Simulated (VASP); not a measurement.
# Y (P6/mmm) in VASP: notebook

Runs on Y. Level: LDA. Tasks: relaxation of cell and atoms.

Program: VASP 6.6.1. These are calculated values, not measurements. Logs are shortened: lines on timing, memory, paths and dates and some standing lists are left out, and cuts for length are marked.

## (1) The cell of the first run

It takes space group P6/mmm (No. 191, hexagonal). Conventional cell: a = 4.087 Å, b = 4.087 Å, c = 2.534 Å, α = 90.00°, β = 90.00°, γ = 120.00°. Within 3.3 Å of Y (site symmetry 6/mmm) lie 14 Y at 2.53 to 2.68 Å. Y (site symmetry -6m2) has 11 Y at 2.36 to 2.68 Å within 3.1 Å.

This isn't the form of Y at room conditions, which is hcp.

## (2) Relaxation of cell and atoms, LDA, target pressure 160 GPa, at which the enthalpy is minimised

INCAR reads:

```
SYSTEM = Y
PREC = Accurate
ENCUT = 600
EDIFF = 1E-6
ISMEAR = -1
SIGMA = 0.05
LREAL = .FALSE.
LASPH = .TRUE.
NELM = 60
ALGO = Normal
ISIF = 3
LWAVE = .FALSE.
LCHARG = .FALSE.
IBRION = 2
NSW = 60
EDIFFG = -0.005
PSTRESS = 1600.0
```

KPOINTS reads:

```
regular mesh
0
G
  9 9 12
  0 0 0
```

POSCAR reads:

```
Y
1.0
    4.0874595385      0.0000000000      0.0000000000
   -2.0437297692      3.5398437973      0.0000000000
    0.0000000000      0.0000000000      2.5342249139
Y
3
Direct
    0.0000000000      0.0000000000      0.0000000000
    0.3333333333      0.6666666667      0.5000000000
    0.6666666667      0.3333333333      0.5000000000
```

Potentials or basis: VASP PAW LDA potentials, release 64 (Y_sv).

The run is started by

```
$ cat potpaw_LDA.64/Y_sv/POTCAR > POTCAR
$ mpirun -np 1 vasp_std > vasp.out
```

OUTCAR:

```text
SYSTEM = Y
   PREC = Accurate
   ENCUT = 600
   EDIFF = 1E-6
   ISMEAR = -1
   LREAL = .FALSE.
   LASPH = .TRUE.
   NELM = 60
   ISIF = 3
   IBRION = 2
   NSW = 60
   EDIFFG = -0.005
   PSTRESS = 1600.0

 ion  position               nearest neighbor table
   1  0.000  0.000  0.000-   2 2.68   3 2.68   2 2.68   3 2.68   2 2.68   2 2.68   3 2.68   3 2.68
                             3 2.68   3 2.68   2 2.68   2 2.68
   2  0.333  0.667  0.500-   3 2.36   3 2.36   3 2.36   1 2.68   1 2.68   1 2.68   1 2.68   1 2.68
                             1 2.68   3 3.46   3 3.46   3 3.46   3 3.46   3 3.46   3 3.46
   3  0.667  0.333  0.500-   2 2.36   2 2.36   2 2.36   1 2.68   1 2.68   1 2.68   1 2.68   1 2.68
                             1 2.68   2 3.46   2 3.46   2 3.46   2 3.46   2 3.46   2 3.46

  LATTYP: Found a hexagonal cell.
 ALAT       =     4.0874595385
 C/A-ratio  =     0.6200000000

  Lattice vectors:

 A1 = (   4.0874595385,   0.0000000000,   0.0000000000)
 A2 = (  -2.0437297692,   3.5398437973,   0.0000000000)
 A3 = (   0.0000000000,   0.0000000000,   2.5342249139)

Analysis of symmetry for initial positions (statically):
=====================================================================
 Subroutine PRICEL returns:
 Original cell was already a primitive cell.

 Routine SETGRP: Setting up the symmetry group for a
 hexagonal supercell.

 Subroutine GETGRP returns: Found 24 space group operations
 (whereof 24 operations were pure point group operations)
 out of a pool of 24 trial point group operations.

The static configuration has the point symmetry D_6h.

Analysis of symmetry for dynamics (positions and initial velocities):
=====================================================================
 Subroutine PRICEL returns:
 Original cell was already a primitive cell.

 Routine SETGRP: Setting up the symmetry group for a
 hexagonal supercell.

 Subroutine GETGRP returns: Found 24 space group operations
 (whereof 24 operations were pure point group operations)
 out of a pool of 24 trial point group operations.

The dynamic configuration has the point symmetry D_6h.

 Subroutine INISYM returns: Found 24 space group operations
 (whereof 24 operations are pure point group operations),
 and found     1 'primitive' translations

----------------------------------------------------------------------------------------

                                     Primitive cell

  volume of cell :      36.6676

  direct lattice vectors                    reciprocal lattice vectors
     4.087459539  0.000000000  0.000000000     0.244650740  0.141249170  0.000000000
    -2.043729769  3.539843797  0.000000000     0.000000000  0.282498341  0.000000000
     0.000000000  0.000000000  2.534224914     0.000000000  0.000000000  0.394597967

  length of vectors
     4.087459539  4.087459538  2.534224914     0.282498341  0.282498341  0.394597967

  position of ions in fractional coordinates (direct lattice)
     0.000000000  0.000000000  0.000000000
     0.333333333  0.666666667  0.500000000
     0.666666667  0.333333333  0.500000000

  ion indices of the primitive-cell ions
   primitive index   ion index
                 1           1
                 2           2
                 3           3

----------------------------------------------------------------------------------------

 KPOINTS: regular mesh

Automatic generation of k-mesh.
 Grid dimensions read from file:
 generate k-points for:    9    9   12

 Generating k-lattice:

  Cartesian coordinates                     Fractional coordinates (reciprocal lattice)
     0.027183416  0.015694352  0.000000000     0.111111111 -0.000000000  0.000000000
     0.000000000  0.031388705  0.000000000     0.000000000  0.111111111  0.000000000
     0.000000000  0.000000000  0.032883164     0.000000000  0.000000000  0.083333333

  Length of vectors
     0.031388705  0.031388705  0.032883164

  Shift w.r.t. Gamma in fractional coordinates (k-lattice)
     0.000000000  0.000000000  0.000000000

 Subroutine IBZKPT returns following result:
 ===========================================

 Found     84 irreducible k-points:

 Following reciprocal coordinates:
            Coordinates               Weight
  0.000000  0.000000  0.000000      1.000000
  0.111111  0.000000  0.000000      6.000000
  0.222222  0.000000  0.000000      6.000000
  0.333333  0.000000  0.000000      6.000000
  0.444444  0.000000  0.000000      6.000000
  0.111111  0.111111  0.000000      6.000000
[... 16 lines left out ...]
  0.333333  0.222222  0.083333     24.000000
  0.333333  0.333333  0.083333      4.000000
 [... further k-points ...]
   k-points           NKPTS =     84   k-points in BZ     NKDIM =     84   number of bands    NBANDS=     20
   number of dos      NEDOS =    301   number of ions     NIONS =      3
   total plane-waves  NPLWV =  25920
   dimension x,y,z NGX =    36 NGY =   36 NGZ =   20
   dimension x,y,z NGXF=    72 NGYF=   72 NGZF=   40
   ions per type =               3
   NGX,Y,Z   is equivalent  to a cutoff of  14.64, 14.64, 13.12 a.u.
   NGXF,Y,Z  is equivalent  to a cutoff of  29.28, 29.28, 26.24 a.u.
 SYSTEM =  Y
   PREC   = accura    normal or accurate (medium, high low for compatibility)
   ISTART =      0    job   : 0-new  1-cont  2-samecut
   ICHARG =      2    charge: 1-file 2-atom 10-const
   ISPIN  =      1    spin polarized calculation?
   LNONCOLLINEAR =      F non collinear calculations
   LSORBIT =      F    spin-orbit coupling
   LASPH  =      T    aspherical Exc in radial PAW
   ENCUT  =  600.0 eV  44.10 Ry    6.64 a.u.   8.16  8.16  5.06*2*pi/ulx,y,z
   NELM   =     60;   NELMIN=  2; NELMDL= -5     # of ELM steps
   EDIFF  = 0.1E-05   stopping-criterion for ELM
   LREAL  =      F    real-space projection
   EDIFFG = -.5E-02   stopping-criterion for IOM
   NSW    =     60    number of steps for IOM
   IBRION =      2    ionic relax: 0-MD 1-quasi-New 2-CG
   NFREE  =      1    steps in history (QN), initial steepest desc. (CG)
   ISIF   =      3    stress and relaxation
   ISYM   =      2    0-nonsym 1-usesym 2-fastsym
   POTIM  = 0.5000    time-step for ionic-motion
   TEBEG  =    0.0;   TEEND  =   0.0 temperature during run
   PSTRESS= 1600.0 pullay stress
   NELECT =      33.0000    total number of electrons
   NUPDOWN=      -1.0000    fix difference up-down
   EMIN   =  10.00;   EMAX   =-10.00  energy-range for DOS
   EFERMI =   0.00;   METHOD = LEGACY
   ISMEAR =    -1;   SIGMA  =   0.05  broadening in eV -4-tet -1-fermi 0-gaus
   EFERMI_NEDOS =   21; number of points for ismear=-14 and -15
   IALGO  =     38    algorithm
   IMIX   =      4    mixing-type and parameters
     AMIX     =   0.40;   BMIX     =  1.00
     AMIX_MAG =   1.60;   BMIX_MAG =  1.00
  volume/ion in A,a.u.               =      12.22        82.48
  Fermi-wavevector in a.u.,A,eV,Ry     =   1.580588  2.986877 33.990852  2.498257
  Thomas-Fermi vector in A             =   2.680792
   LORBIT       =      0    0 simple, 1 ext, 2 COOP (PROOUT), +10 PAW based schemes
   GGA     = CA    functional components
   LHFCALC =     F    Hartree Fock is set to
   AEXX    =    0.0000 exact exchange contribution
   IVDW    =     0    specifies the selected vdW correction
   LEPSILON=     F    determine dielectric tensor
   LRPA    =     F    only Hartree local field effects (RPA)
 conjugate gradient relaxation of ions
 non-spin polarized calculation
  energy-cutoff  :      600.00
  volume of cell :       36.67
 maximum number of plane-waves:      1258
 NGX is ok and might be reduce to    36

--------------------------------------- Ionic step        1  -------------------------------------------

 number of electron      33.0000001 magnetization

 Free energy of the ion-electron system (eV)
  ---------------------------------------------------
  ext. energy  EPLUGINS =         0.00000000
  ---------------------------------------------------
  free energy    TOTEN  =        -7.34563685 eV

  energy without entropy =       -7.32626126  energy(sigma->0) =       -7.33594906

------------------------ aborting loop because EDIFF is reached ----------------------------------------

  FORCE on cell =-STRESS in cart. coord.  units (eV):
  Direction    XX          YY          ZZ          XY          YZ          ZX
  --------------------------------------------------------------------------------------
  -------------------------------------------------------------------------------------
  Total       39.3278474     39.3278474     33.2134592      0.0000000     -0.0000000      0.0000000
  in kB     1718.4149317   1718.4149317   1451.2491281      0.0000000     -0.0000000      0.0000000
  external PRESSURE =      29.3596638 kB  Pullay stress =    1600.0000000 kB
[... 104 lines left out ...]
--------------------------------------- Ionic step        4  -------------------------------------------

 number of electron      32.9999999 magnetization

 E-fermi :  10.2716     XC(G=0): -14.5420

 val. band max:       10.2290305527   @ k =   0.2222   0.2222   0.2500
 cond. band min:      10.2771387946   @ k =   0.4444   0.0000   0.0000
 fundamental gap:      0.0481082419
 Fermi energy:        10.2715658366

 k-point     1 :       0.0000    0.0000    0.0000
  band No.  band energies     occupation
      1     -33.8827      2.00000
      2     -31.2197      2.00000
      3     -31.1005      2.00000
      4     -14.8680      2.00000
      5     -14.8680      2.00000
      6     -14.1341      2.00000
[... 541 lines left out ...]
     19      13.8140      0.00000
     20      14.8477      0.00000

 [... further k-points ...]

------------------------ aborting loop because EDIFF is reached ----------------------------------------

  FORCE on cell =-STRESS in cart. coord.  units (eV):
  Direction    XX          YY          ZZ          XY          YZ          ZX
  --------------------------------------------------------------------------------------
  -------------------------------------------------------------------------------------
  Total       38.9726922     38.9726922     43.1901909      0.0000000     -0.0000000      0.0000000
  in kB     1771.3310781   1771.3310781   1963.0187975      0.0000001     -0.0000000      0.0000000
  external PRESSURE =     235.2269846 kB  Pullay stress =    1600.0000000 kB
[... 143 lines left out ...]
--------------------------------------- Ionic step        8  -------------------------------------------

 number of electron      33.0000000 magnetization

 Free energy of the ion-electron system (eV)
  ---------------------------------------------------
  ext. energy  EPLUGINS =         0.00000000
  ---------------------------------------------------
  free energy    TOTEN  =        -7.60919489 eV

  energy without entropy =       -7.59568807  energy(sigma->0) =       -7.60244148

 E-fermi :   9.8185     XC(G=0): -14.2977

 val. band max:        9.8101531650   @ k =   0.3333   0.3333   0.2500
 cond. band min:       9.8469797580   @ k =   0.4444   0.0000   0.4167
 fundamental gap:      0.0368265930
 Fermi energy:         9.8185076382

 k-point     1 :       0.0000    0.0000    0.0000
  band No.  band energies     occupation
      1     -33.9451      2.00000
      2     -31.4802      2.00000
      3     -31.3015      2.00000
      4     -15.0154      2.00000
      5     -15.0154      2.00000
      6     -14.2190      2.00000
[... 541 lines left out ...]
     19      12.8796      0.00000
     20      13.9090      0.00000

 [... further k-points ...]

------------------------ aborting loop because EDIFF is reached ----------------------------------------

  FORCE on cell =-STRESS in cart. coord.  units (eV):
  Direction    XX          YY          ZZ          XY          YZ          ZX
  --------------------------------------------------------------------------------------
  -------------------------------------------------------------------------------------
  Total       36.7527311     36.7527311     36.7565668      0.0000000      0.0000000      0.0000000
  in kB     1600.0618209   1600.0618209   1600.2288110      0.0000001      0.0000000      0.0000000
  external PRESSURE =       0.1174843 kB  Pullay stress =    1600.0000000 kB
[... 22 lines left out ...]
  energy  without entropy=       -7.5956880716  energy(sigma->0) =       -7.60244148

  enthalpy is  TOTEN    =        29.1421162454 eV   P V=       36.7513111319

 reached required accuracy - stopping structural energy minimisation
```

Wall time 2.4 min (1 thread of Intel Xeon 6975P-C (Granite Rapids), shared host); peak memory 0.22 GiB.

What came out:

- Free energy: -7.6092 eV
- Relaxed volume: 12.27 Å³/atom
- Relaxed cell: a = 4.171 Å, b = 4.171 Å, c = 2.443 Å, α = 90.00°, β = 90.00°, γ = 120.00°
- Space group after relaxing (to 0.1 Å): P6/mmm (No. 191)
- Energy change on relaxing (the run minimises the enthalpy): -87.9 meV/atom
- Ionic steps: 8
- Pressure after relaxing: 160.0 GPa
- Band gap on the k mesh: zero (an odd number of electrons rules out a gap without spin polarisation)

The path:
```csv
step,energy change (eV),largest force (eV/Å),pressure (GPa),volume (Å³)
1,0.0000,0.0000,162.94,36.67
2,-1.1059,0.0000,149.15,37.75
3,-0.7291,0.0000,153.81,37.28
4,1.4347,0.0000,183.52,35.25
5,-0.3329,0.0000,159.11,36.87
6,-0.3174,0.0000,159.33,36.86
7,-0.2033,0.0000,160.80,36.74
8,-0.2636,0.0000,160.01,36.80
```

Final structure:
```
Y
1.0
     4.17065    0.00000    0.00000
    -2.08532    3.61189    0.00000
     0.00000    0.00000    2.44302
Y
3
Direct
  0.00000 0.00000 0.00000
  0.33333 0.66667 0.50000
  0.66667 0.33333 0.50000
```

Levels at points of the mesh, in eV from the Fermi level:
```
           k point  band 14  band 15  band 16  band 17  band 18  band 19  band 20
(0.00, 0.00, 0.00)    -2.46     1.03     1.40     2.04     2.04     2.84     2.84
(0.00, 0.00, 0.50)    -5.91    -2.74    -2.74     2.27     2.58     2.58     3.54
```

Caveat: the cell is relaxed towards a set pressure, so the run minimises the enthalpy, not the energy.

## (3) Relaxation of cell and atoms, LDA, target pressure 160 GPa, at which the enthalpy is minimised

This run uses another cell than the first one, of the same volume but with other edges.

INCAR reads:

```
PREC     = Accurate       # precision mode
ENCUT    = 600            # plane-wave cutoff, eV
EDIFF    = 1E-7           # SCF threshold, eV
ISMEAR   = -1             # smearing method
SIGMA    = 0.05           # smearing width, eV
LREAL    = F              # projectors in reciprocal space
LASPH    = T              # aspherical terms in the spheres
NELM     = 100            # most SCF steps
ALGO     = Normal         # electronic algorithm
ISIF     = 3              # what is computed and relaxed
LWAVE    = F              # write WAVECAR
LCHARG   = F              # write CHGCAR
IBRION   = 2              # ionic algorithm
NSW      = 32             # ionic steps
EDIFFG   = -0.005         # ionic threshold
PSTRESS  = 1600.0
```

KPOINTS reads:

```
regular mesh
0
Gamma
  9 9 12
```

POSCAR reads:

```
Y
1.0
    4.1682020820      0.0000000000      0.0000000000
   -2.0841010410      3.6097688911      0.0000000000
    0.0000000000      0.0000000000      2.4389603574
Y
3
Direct
    0.0000000000      0.0000000000      0.0000000000
    0.3333333333      0.6666666667      0.5000000000
    0.6666666667      0.3333333333      0.5000000000
```

Potentials or basis: VASP PAW LDA potentials, release 64 (Y_sv).

The run is started by

```
$ cat potpaw_LDA.64/Y_sv/POTCAR > POTCAR
$ mpirun -np 1 vasp_std > vasp.out
```

OUTCAR:

```text
PREC = Accurate
   ENCUT = 600
   EDIFF = 1E-7
   ISMEAR = -1
   LREAL = F
   LASPH = T
   NELM = 100
   ISIF = 3
   IBRION = 2
   NSW = 32
   EDIFFG = -0.005
   PSTRESS = 1600.0

 ion  position               nearest neighbor table
   1  0.000  0.000  0.000-   2 2.70   3 2.70   2 2.70   3 2.70   2 2.70   2 2.70   3 2.70   3 2.70
                             3 2.70   3 2.70   2 2.70   2 2.70
   2  0.333  0.667  0.500-   3 2.41   3 2.41   3 2.41   1 2.70   1 2.70   1 2.70   1 2.70   1 2.70
                             1 2.70   3 3.43   3 3.43   3 3.43   3 3.43   3 3.43   3 3.43
   3  0.667  0.333  0.500-   2 2.41   2 2.41   2 2.41   1 2.70   1 2.70   1 2.70   1 2.70   1 2.70
                             1 2.70   2 3.43   2 3.43   2 3.43   2 3.43   2 3.43   2 3.43

  LATTYP: Found a hexagonal cell.
 ALAT       =     4.1682020820
 C/A-ratio  =     0.5851348638

  Lattice vectors:

[... 380 lines left out ...]
  ext. energy  EPLUGINS =         0.00000000
  ---------------------------------------------------
  free energy    TOTEN  =        -7.60913557 eV

  energy without entropy =       -7.59562939  energy(sigma->0) =       -7.60238248

 E-fermi :   9.8185     XC(G=0): -14.2977

 val. band max:        9.8101045269   @ k =   0.3333   0.3333   0.2500
 cond. band min:       9.8470177608   @ k =   0.4444  -0.0000   0.4167
 fundamental gap:      0.0369132339
 Fermi energy:         9.8184953640

 k-point     1 :       0.0000    0.0000    0.0000
  band No.  band energies     occupation
      1     -33.9451      2.00000
      2     -31.4802      2.00000
      3     -31.3014      2.00000
      4     -15.0155      2.00000
      5     -15.0155      2.00000
      6     -14.2191      2.00000
[... 541 lines left out ...]
     19      12.8794      0.00000
     20      13.9087      0.00000

 [... further k-points ...]

------------------------ aborting loop because EDIFF is reached ----------------------------------------

  FORCE on cell =-STRESS in cart. coord.  units (eV):
  Direction    XX          YY          ZZ          XY          YZ          ZX
  --------------------------------------------------------------------------------------
  -------------------------------------------------------------------------------------
  Total       36.7553883     36.7553883     36.7545786      0.0000000      0.0000000      0.0000000
  in kB     1600.1804754   1600.1804753   1600.1452241      0.0000000      0.0000000      0.0000000
  external PRESSURE =       0.1687249 kB  Pullay stress =    1600.0000000 kB
[... 22 lines left out ...]
  energy  without entropy=       -7.5956293867  energy(sigma->0) =       -7.60238248

  enthalpy is  TOTEN    =        29.1421072828 eV   P V=       36.7512428500

 reached required accuracy - stopping structural energy minimisation
```

Wall time 1.8 min (1 thread of Intel Xeon 6975P-C (Granite Rapids), shared host); peak memory 0.21 GiB.

What came out:

```yaml
Free_energy: -7.6091 eV
Relaxed_volume: 12.27 Å³/atom
Relaxed_cell: a = 4.171 Å, b = 4.171 Å, c = 2.443 Å, α = 90.00°, β = 90.00°, γ = 120.00°
Space_group_after_relaxing_to_0.1_Å: P6/mmm (No. 191)
Energy_change_on_relaxing_the_run_minimises_the_enthalpy: -34.8 meV/atom
Ionic_steps: 6
Pressure_after_relaxing: 160.0 GPa
Band_gap_on_the_k_mesh: zero (an odd number of electrons rules out a gap without spin polarisation)
```

The path:
```
step  energy change (eV)  largest force (eV/Å)  pressure (GPa)  volume (Å³)
   1              0.0000                0.0000          161.44        36.70
   2             -0.5775                0.0000          153.75        37.28
   3             -0.1100                0.0000          159.96        36.81
   4             -0.1078                0.0000          159.97        36.80
   5             -0.1018                0.0000          160.05        36.80
   6             -0.1044                0.0000          160.02        36.80
```

Final structure:
```xyz
3
Lattice="4.1706 0.0000 0.0000 -2.0853 3.6119 0.0000 0.0000 0.0000 2.4430" Properties=species:S:1:pos:R:3 pbc="T T T"
Y     0.0000    0.0000    0.0000
Y     0.0000    2.4079    1.2215
Y     2.0853    1.2040    1.2215
```

Caveat: the cell is relaxed towards a set pressure, so the run minimises the enthalpy, not the energy.
